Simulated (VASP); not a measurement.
Runs of VASP 6.6.1 on Cu. The structure is that of space group Fd-3m (No. 227), or close to it. The cells are those of the table. 

```csv
cell,cutoff (eV),smearing,gap on the mesh (eV),pressure (GPa)
"a = 3.085 Å, angles 60.0°, 2 atoms",520,fermi-dirac 0.1 eV,none,140.0
"a = 2.936 Å, angles 60.0°, 2 atoms",520,methfessel-paxton 0.01 eV,none,252.7
"a = 3.253 Å, angles 60.0°, 2 atoms",600,fermi-dirac 0.1 eV,none,(a)
"a = 3.405 Å, angles 60.0°, 2 atoms",520,fermi-dirac 0.1 eV,none,(b)
"a = 2.792 Å, angles 60.0°, 2 atoms",520,fermi-dirac 0.1 eV,none,423.2
```

Alike in all rows: task single point; level PBEsol; potentials or basis VASP PAW PBE potentials, release 64 (Cu); no spin polarisation; k mesh 14 × 14 × 14.

**Question.** Fill in the values left out.

**Answer.** (a) 67.4; (b) 31.3.

Caveats: the PAW data sets were made with another functional, which shifts forces and pressure a little.

A gap of «none» marks levels without a gap at the run's occupations.
